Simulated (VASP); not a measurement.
# Pt (I4/mmm) in VASP: a series of runs

Runs on Pt. Level: PBE. Tasks: single point.

Program: VASP 6.6.1. These are calculated values, not measurements. Logs are shortened: lines on timing, memory, paths and dates and some standing lists are left out, and cuts for length are marked.

### Step 1. The cell of the first run

Symmetry: I4/mmm, No. 139, tetragonal system. The conventional cell has a = 2.838 Å, b = 2.838 Å, c = 3.720 Å, α = 90.00°, β = 90.00°, γ = 90.00°. Within 3.8 Å of Pt (site symmetry 4/mmm) lie 14 Pt at 2.74 to 3.72 Å.

### Step 2. Single point, PBE (strain +0.025 along x and y, -0.050 along z)

Contents of INCAR:

```
SYSTEM = Pt
  PREC = Accurate
  ENCUT = 520
  EDIFF = 1E-6
  ISMEAR = 0
  SIGMA = 0.15
  LREAL = .FALSE.
  LASPH = .TRUE.
  NELM = 80
  ALGO = Normal
  ISIF = 2
  LWAVE = .FALSE.
  LCHARG = .FALSE.
  GGA = PE
  NBANDS = 11
```

Contents of KPOINTS:

```
Automatic mesh
0
G
  20 20 20
  0 0 0
```

Contents of POSCAR:

```
Pt
1.0
    0.0000000000      2.0068475000      1.8600050000
    2.0068475000      0.0000000000      1.8600050000
    2.0068475000      2.0068475000      0.0000000000
Pt
1
Direct
    0.0000000000      0.0000000000      0.0000000000
```

Potentials or basis: VASP PAW PBE potentials, release 64 (Pt).

The run is started by

```
cat potpaw_PBE.64/Pt/POTCAR > POTCAR
mpirun -np 1 vasp_std > vasp.out
```

OUTCAR:

```text
SYSTEM = Pt
   PREC = Accurate
   ENCUT = 520
   EDIFF = 1E-6
   ISMEAR = 0
   LREAL = .FALSE.
   LASPH = .TRUE.
   NELM = 80
   ISIF = 2
   GGA = PE

 ion  position               nearest neighbor table
   1  0.000  0.000  0.000-

  LATTYP: Found a body centered tetragonal cell.
 ALAT       =     2.8381109521
 C/A-ratio  =     1.3107345212

  Lattice vectors:

 A1 = (   0.0000000000,  -2.0068475000,  -1.8600050000)
 A2 = (   0.0000000000,   2.0068475000,  -1.8600050000)
 A3 = (   2.0068475000,   0.0000000000,   1.8600050000)

Analysis of symmetry for initial positions (statically):
=====================================================================
 Subroutine PRICEL returns:
 Original cell was already a primitive cell.

 Routine SETGRP: Setting up the symmetry group for a
 body centered tetragonal supercell.

 Subroutine GETGRP returns: Found 16 space group operations
 (whereof 16 operations were pure point group operations)
 out of a pool of 16 trial point group operations.

The static configuration has the point symmetry D_4h.

Analysis of symmetry for dynamics (positions and initial velocities):
=====================================================================
 Subroutine PRICEL returns:
 Original cell was already a primitive cell.

 Routine SETGRP: Setting up the symmetry group for a
 body centered tetragonal supercell.

 Subroutine GETGRP returns: Found 16 space group operations
 (whereof 16 operations were pure point group operations)
 out of a pool of 16 trial point group operations.

The dynamic configuration has the point symmetry D_4h.

 Subroutine INISYM returns: Found 16 space group operations
 (whereof 16 operations are pure point group operations),
 and found     1 'primitive' translations

----------------------------------------------------------------------------------------

                                     Primitive cell

  volume of cell :      14.9821

  direct lattice vectors                    reciprocal lattice vectors
     0.000000000  2.006847500  1.860005000    -0.249146983  0.249146983  0.268816482
     2.006847500  0.000000000  1.860005000     0.249146983 -0.249146983  0.268816482
     2.006847500  2.006847500  0.000000000     0.249146983  0.249146983 -0.268816482

  length of vectors
     2.736248433  2.736248433  2.838110952     0.443182512  0.443182512  0.443182512

  position of ions in fractional coordinates (direct lattice)
     0.000000000  0.000000000  0.000000000

  ion indices of the primitive-cell ions
   primitive index   ion index
                 1           1

----------------------------------------------------------------------------------------

 KPOINTS: Automatic mesh

Automatic generation of k-mesh.
 Grid dimensions read from file:
 generate k-points for:   20   20   20

 Generating k-lattice:

  Cartesian coordinates                     Fractional coordinates (reciprocal lattice)
    -0.012457349  0.012457349  0.013440824     0.050000000 -0.000000000  0.000000000
     0.012457349 -0.012457349  0.013440824    -0.000000000  0.050000000  0.000000000
     0.012457349  0.012457349 -0.013440824     0.000000000  0.000000000  0.050000000

  Length of vectors
     0.022159126  0.022159126  0.022159126

  Shift w.r.t. Gamma in fractional coordinates (k-lattice)
     0.000000000  0.000000000  0.000000000

 Subroutine IBZKPT returns following result:
 ===========================================

 Found    641 irreducible k-points:

 Following reciprocal coordinates:
            Coordinates               Weight
  0.000000  0.000000  0.000000      1.000000
  0.050000  0.000000  0.000000      8.000000
  0.100000  0.000000  0.000000      8.000000
  0.150000  0.000000  0.000000      8.000000
  0.200000  0.000000  0.000000      8.000000
  0.250000  0.000000  0.000000      8.000000
[... 16 lines left out ...]
 -0.400000  0.050000  0.000000      8.000000
 -0.350000  0.050000  0.000000      8.000000
 [... further k-points ...]
   k-points           NKPTS =    641   k-points in BZ     NKDIM =    641   number of bands    NBANDS=     11
   number of dos      NEDOS =    301   number of ions     NIONS =      1
   total plane-waves  NPLWV =   9600
   dimension x,y,z NGX =    20 NGY =   20 NGZ =   24
   dimension x,y,z NGXF=    40 NGYF=   40 NGZF=   48
   ions per type =               1
   NGX,Y,Z   is equivalent  to a cutoff of  12.15, 12.15, 14.06 a.u.
   NGXF,Y,Z  is equivalent  to a cutoff of  24.30, 24.30, 28.12 a.u.
 SYSTEM =  Pt
   PREC   = accura    normal or accurate (medium, high low for compatibility)
   ISTART =      0    job   : 0-new  1-cont  2-samecut
   ICHARG =      2    charge: 1-file 2-atom 10-const
   ISPIN  =      1    spin polarized calculation?
   LNONCOLLINEAR =      F non collinear calculations
   LSORBIT =      F    spin-orbit coupling
   LASPH  =      T    aspherical Exc in radial PAW
   ENCUT  =  520.0 eV  38.22 Ry    6.18 a.u.   5.09  5.09  5.28*2*pi/ulx,y,z
   NELM   =     80;   NELMIN=  2; NELMDL= -5     # of ELM steps
   EDIFF  = 0.1E-05   stopping-criterion for ELM
   LREAL  =      F    real-space projection
   EDIFFG = 0.1E-04   stopping-criterion for IOM
   NSW    =      0    number of steps for IOM
   IBRION =     -1    ionic relax: 0-MD 1-quasi-New 2-CG
   NFREE  =      0    steps in history (QN), initial steepest desc. (CG)
   ISIF   =      2    stress and relaxation
   ISYM   =      2    0-nonsym 1-usesym 2-fastsym
   POTIM  = 0.5000    time-step for ionic-motion
   TEBEG  =    0.0;   TEEND  =   0.0 temperature during run
   PSTRESS=    0.0 pullay stress
   NELECT =      10.0000    total number of electrons
   NUPDOWN=      -1.0000    fix difference up-down
   EMIN   =  10.00;   EMAX   =-10.00  energy-range for DOS
   EFERMI =   0.00;   METHOD = LEGACY
   ISMEAR =     0;   SIGMA  =   0.15  broadening in eV -4-tet -1-fermi 0-gaus
   EFERMI_NEDOS =   21; number of points for ismear=-14 and -15
   IALGO  =     38    algorithm
   IMIX   =      4    mixing-type and parameters
     AMIX     =   0.40;   BMIX     =  1.00
     AMIX_MAG =   1.60;   BMIX_MAG =  1.00
  volume/ion in A,a.u.               =      14.98       101.10
  Fermi-wavevector in a.u.,A,eV,Ry     =   1.430706  2.703643 27.850052  2.046921
  Thomas-Fermi vector in A             =   2.550523
   LORBIT       =      0    0 simple, 1 ext, 2 COOP (PROOUT), +10 PAW based schemes
   GGA     = PE    functional components
   LHFCALC =     F    Hartree Fock is set to
   AEXX    =    0.0000 exact exchange contribution
   IVDW    =     0    specifies the selected vdW correction
   LEPSILON=     F    determine dielectric tensor
   LRPA    =     F    only Hartree local field effects (RPA)
 non-spin polarized calculation
 Gauss-broadening in eV      SIGMA  =   0.15
  energy-cutoff  :      520.00
  volume of cell :       14.98
 maximum number of plane-waves:       427
   NGX = 11   NGY = 11   NGZ = 11

 number of electron      10.0000000 magnetization

 Free energy of the ion-electron system (eV)
  ---------------------------------------------------
  ext. energy  EPLUGINS =         0.00000000
  ---------------------------------------------------
  free energy    TOTEN  =        -6.07276872 eV

  energy without entropy =       -6.05398023  energy(sigma->0) =       -6.06337448

 E-fermi :  11.3718     XC(G=0): -13.5284

 val. band max:       11.3717315408   @ k =  -0.4000   0.1500   0.1000
 cond. band min:      11.3727629949   @ k =   0.4000   0.2000   0.0000
 fundamental gap:      0.0010314540
 Fermi energy:        11.3717614540

 k-point     1 :       0.0000    0.0000    0.0000
  band No.  band energies     occupation
      1       1.1033      2.00000
      2       7.3176      2.00000
      3       7.3176      2.00000
      4       8.1664      2.00000
      5       9.2156      2.00000
      6      10.1938      2.00000
      7      26.1142      0.00000
      8      30.3503      0.00000
      9      30.3503      0.00000
     10      32.4617      0.00000
     11      36.5400      0.00000

 k-point     2 :       0.0500    0.0000    0.0000
  band No.  band energies     occupation
      1       1.2053      2.00000
      2       7.3088      2.00000
      3       7.3578      2.00000
      4       8.1675      2.00000
      5       9.2036      2.00000
      6      10.1610      2.00000
      7      26.2727      0.00000
      8      30.0980      0.00000
      9      30.5047      0.00000
     10      32.2734      0.00000
     11      37.1966      0.00000

 k-point     3 :       0.1000    0.0000    0.0000
  band No.  band energies     occupation
      1       1.5037      2.00000
      2       7.2680      2.00000
      3       7.4609      2.00000
      4       8.1923      2.00000
      5       9.1880      2.00000
      6      10.0771      2.00000
      7      26.7118      0.00000
      8      29.1994      0.00000
      9      30.9581      0.00000
     10      32.3715      0.00000
     11      38.0502      0.00000

 k-point     4 :       0.1500    0.0000    0.0000
  band No.  band energies     occupation
      1       1.9735      2.00000
      2       7.1886      2.00000
      3       7.5713      2.00000
      4       8.2633      2.00000
      5       9.2316      2.00000
      6       9.9850      2.00000
      7      27.3032      0.00000
      8      27.8905      0.00000
      9      31.6805      0.00000
     10      32.9643      0.00000
     11      36.6873      0.00000

 k-point     5 :       0.2000    0.0000    0.0000
  band No.  band energies     occupation
      1       2.5611      2.00000
      2       7.1298      2.00000
      3       7.6109      2.00000
      4       8.3427      2.00000
      5       9.4183      2.00000
      6       9.9557      2.00000
      7      26.4110      0.00000
      8      27.7831      0.00000
      9      32.6142      0.00000
     10      33.8079      0.00000
     11      35.2631      0.00000
[... 211 lines left out ...]
 k-point    21 :       0.5000    0.0500    0.0000
  band No.  band energies     occupation
      1       4.0918      2.00000
      2       7.1422      2.00000
      3       7.8795      2.00000
      4      10.0754      2.00000
      5      11.6745      0.00432
      6      12.0402      0.00000
      7      17.3567      0.00000
      8      25.6625      0.00000
      9      29.5683      0.00000
     10      31.1331      0.00000
     11      39.0141      0.00000

 k-point    22 :      -0.4500    0.0500    0.0000
  band No.  band energies     occupation
      1       4.0924      2.00000
      2       7.1483      2.00000
      3       7.8783      2.00000
      4      10.0555      2.00000
      5      11.5253      0.14779
      6      11.8891      0.00000
      7      17.6657      0.00000
      8      25.7074      0.00000
      9      29.9150      0.00000
     10      30.9776      0.00000
     11      39.1162      0.00000

 k-point    23 :      -0.4000    0.0500    0.0000
  band No.  band energies     occupation
      1       4.0867      2.00000
      2       7.2079      2.00000
      3       7.9316      2.00000
      4       9.4462      2.00000
      5      11.1696      1.94334
      6      11.4672      0.36828
      7      18.9799      0.00000
      8      25.9765      0.00000
      9      30.7598      0.00000
     10      31.2013      0.00000
     11      38.5698      0.00000

 k-point    24 :      -0.3500    0.0500    0.0000
  band No.  band energies     occupation
      1       4.0265      2.00000
      2       7.3148      2.00000
      3       8.0267      2.00000
      4       8.5256      2.00000
      5      10.6773      2.00000
      6      11.1035      1.98857
      7      20.7396      0.00000
      8      26.4612      0.00000
      9      31.7082      0.00000
     10      32.0359      0.00000
     11      37.1223      0.00000

 [... further k-points ...]

------------------------ aborting loop because EDIFF is reached ----------------------------------------

  FORCE on cell =-STRESS in cart. coord.  units (eV):
  Direction    XX          YY          ZZ          XY          YZ          ZX
  --------------------------------------------------------------------------------------
  -------------------------------------------------------------------------------------
  Total        0.9682321      0.9682321      1.4586717      0.0000000     -0.0000000      0.0000000
  in kB      103.5421593    103.5421593    155.9894732      0.0000000     -0.0000000      0.0000000
  external PRESSURE =     121.0245973 kB  Pullay stress =       0.0000000 kB

 VOLUME and BASIS-vectors are now :
 -----------------------------------------------------------------------------
  energy-cutoff  :      520.00
  volume of cell :       14.98
      direct lattice vectors                 reciprocal lattice vectors
     0.000000000  2.006847500  1.860005000    -0.249146983  0.249146983  0.268816482
     2.006847500  0.000000000  1.860005000     0.249146983 -0.249146983  0.268816482
     2.006847500  2.006847500  0.000000000     0.249146983  0.249146983 -0.268816482

 POSITION                                       TOTAL-FORCE (eV/Angst)
 -----------------------------------------------------------------------------------
      0.00000      0.00000      0.00000         0.000000      0.000000      0.000000
 -----------------------------------------------------------------------------------
    total drift:                               -0.000000      0.000000      0.000000

  FREE ENERGIE OF THE ION-ELECTRON SYSTEM (eV)
  ---------------------------------------------------
  free  energy   TOTEN  =        -6.0727687215 eV

  energy  without entropy=       -6.0539802331  energy(sigma->0) =       -6.06337448
```

Run time: 1.7 min. Hardware: 1 thread of Intel Xeon 8259CL, shared host; peak memory 0.22 GiB.

What came out:

| Quantity | Value |
| --- | --- |
| Free energy | -6.0728 eV |
| Pressure | 12.1 GPa |
| Band gap on the k mesh | zero (bands 5 and 6 overlap by 2.58 eV) |

Caveat: the cell differs from its parent crystal (strain +0.025 along x and y, -0.050 along z); the stress differs along the axes, from 10 to 16 GPa; spin-orbit coupling is left out, which moves the levels of the heavy elements.

### Step 3. Single point, PBE (strain +0.025 along x and y, -0.025 along z)

Contents of INCAR:

```
  PREC = Accurate
  ENCUT = 520
  EDIFF = 1E-7
  ISMEAR = 0
  SIGMA = 0.15
  LREAL = F
  LASPH = T
  NELM = 80
  ALGO = Normal
  ISIF = 2
  LWAVE = F
  LCHARG = F
  GGA = PE
  NBANDS = 11
```

Contents of KPOINTS:

```
Automatic mesh
0
Gamma
  20 20 20
```

Contents of POSCAR:

```
Pt
1.0
    0.0000000000      2.0068475000      1.9089525000
    2.0068475000      0.0000000000      1.9089525000
    2.0068475000      2.0068475000      0.0000000000
Pt
1
Direct
    0.0000000000      0.0000000000      0.0000000000
```

Potentials or basis: VASP PAW PBE potentials, release 64 (Pt).

The run is started by

```
cat potpaw_PBE.64/Pt/POTCAR > POTCAR
mpirun -np 1 vasp_std > vasp.out
```

OUTCAR:

```text
PREC = Accurate
   ENCUT = 520
   EDIFF = 1E-7
   ISMEAR = 0
   LREAL = F
   LASPH = T
   NELM = 80
   ISIF = 2
   GGA = PE

 ion  position               nearest neighbor table
   1  0.000  0.000  0.000-

  LATTYP: Found a body centered tetragonal cell.
 ALAT       =     2.8381109521
 C/A-ratio  =     1.3452275349

  Lattice vectors:

 A1 = (   0.0000000000,  -2.0068475000,  -1.9089525000)
 A2 = (   0.0000000000,   2.0068475000,  -1.9089525000)
 A3 = (   2.0068475000,   0.0000000000,   1.9089525000)

[... 514 lines left out ...]
     11      36.2868      0.00000

 [... further k-points ...]

------------------------ aborting loop because EDIFF is reached ----------------------------------------

  FORCE on cell =-STRESS in cart. coord.  units (eV):
  Direction    XX          YY          ZZ          XY          YZ          ZX
  --------------------------------------------------------------------------------------
  -------------------------------------------------------------------------------------
  Total        0.2981011      0.2981011      0.6372138      0.0000000      0.0000000     -0.0000000
  in kB       31.0613482     31.0613482     66.3959979      0.0000000      0.0000000     -0.0000000
  external PRESSURE =      42.8395648 kB  Pullay stress =       0.0000000 kB

 VOLUME and BASIS-vectors are now :
 -----------------------------------------------------------------------------
  energy-cutoff  :      520.00
  volume of cell :       15.38
      direct lattice vectors                 reciprocal lattice vectors
     0.000000000  2.006847500  1.908952500    -0.249146983  0.249146983  0.261923751
     2.006847500  0.000000000  1.908952500     0.249146983 -0.249146983  0.261923751
     2.006847500  2.006847500  0.000000000     0.249146983  0.249146983 -0.261923751

 POSITION                                       TOTAL-FORCE (eV/Angst)
 -----------------------------------------------------------------------------------
      0.00000      0.00000      0.00000         0.000000     -0.000000      0.000000
 -----------------------------------------------------------------------------------
    total drift:                               -0.000000     -0.000000     -0.000000

  FREE ENERGIE OF THE ION-ELECTRON SYSTEM (eV)
  ---------------------------------------------------
  free  energy   TOTEN  =        -6.1002131918 eV

  energy  without entropy=       -6.0802809799  energy(sigma->0) =       -6.09024709
```

OSZICAR:

```text
N       E                     dE             d eps       ncg     rms          rms(c)
DAV:   1     0.402513543868E+02    0.40251E+02   -0.53575E+03 14398   0.844E+02
DAV:   2    -0.585959215251E+01   -0.46111E+02   -0.44219E+02 16157   0.177E+02
DAV:   3    -0.647406455926E+01   -0.61447E+00   -0.61108E+00 16393   0.195E+01
DAV:   4    -0.647649257444E+01   -0.24280E-02   -0.24278E-02 16217   0.144E+00
DAV:   5    -0.647651233752E+01   -0.19763E-04   -0.19765E-04 16472   0.121E-01    0.122E+01
DAV:   6    -0.613951139557E+01    0.33700E+00   -0.78971E-01 15182   0.703E+00    0.646E+00
DAV:   7    -0.610351761869E+01    0.35994E-01   -0.13401E-01 16229   0.282E+00    0.251E+00
DAV:   8    -0.610037823689E+01    0.31394E-02   -0.51444E-03 15380   0.616E-01    0.524E-01
DAV:   9    -0.610020996719E+01    0.16827E-03   -0.11093E-04 15881   0.934E-02    0.420E-02
DAV:  10    -0.610021338496E+01   -0.34178E-05   -0.34932E-06 17672   0.144E-02    0.600E-03
DAV:  11    -0.610021322990E+01    0.15506E-06   -0.35444E-08 13445   0.173E-03    0.700E-04
DAV:  12    -0.610021319180E+01    0.38104E-07   -0.55248E-09  8272   0.605E-04
   1 F= -.61002132E+01 E0= -.60902471E+01  d E =-.199322E-01
```

stdout:

```text
POSCAR found type information on POSCAR Pt
 POSCAR found :  1 types and       1 ions
 scaLAPACK will be used
 LDA part: xc-table for (Slater+PW92), standard interpolation
 POSCAR, INCAR and KPOINTS ok, starting setup
 FFT: planning ... GRIDC
 FFT: planning ... GRID_SOFT
 FFT: planning ... GRID
 WAVECAR not read
 entering main loop
```

It took 96 s on 1 thread of Intel Xeon 8259CL, shared host; peak memory 0.24 GiB.

Results:

| Item | Value |
| --- | --- |
| Free energy | -6.1002 eV |
| Pressure | 4.3 GPa |
| Band gap on the k mesh | zero (bands 5 and 6 overlap by 2.34 eV) |

Stress tensor (GPa, compression positive):
```
3.11 0.00 0.00
0.00 3.11 0.00
0.00 0.00 6.64
```

Levels at points of the mesh, in eV from the Fermi level:
```
           k point  band 3  band 4  band 5  band 6  band 7  band 8
(0.00, 0.00, 0.00)   -3.83   -3.28   -1.91   -1.27   14.74   19.14
(0.50, 0.00, 0.00)   -3.43   -0.38   -0.11    0.19    5.72   14.20
(0.50, 0.50, 0.00)   -0.01    0.50    0.50    2.48    9.54   10.75
(0.50, 0.00, 0.50)   -0.01    0.24    0.68    1.52    8.27   11.50
```

Caveat: the cell differs from its parent crystal (strain +0.025 along x and y, -0.025 along z); the cell stands under pressure; spin-orbit coupling is left out, which moves the levels of the heavy elements.

[end of part 1 of 2]
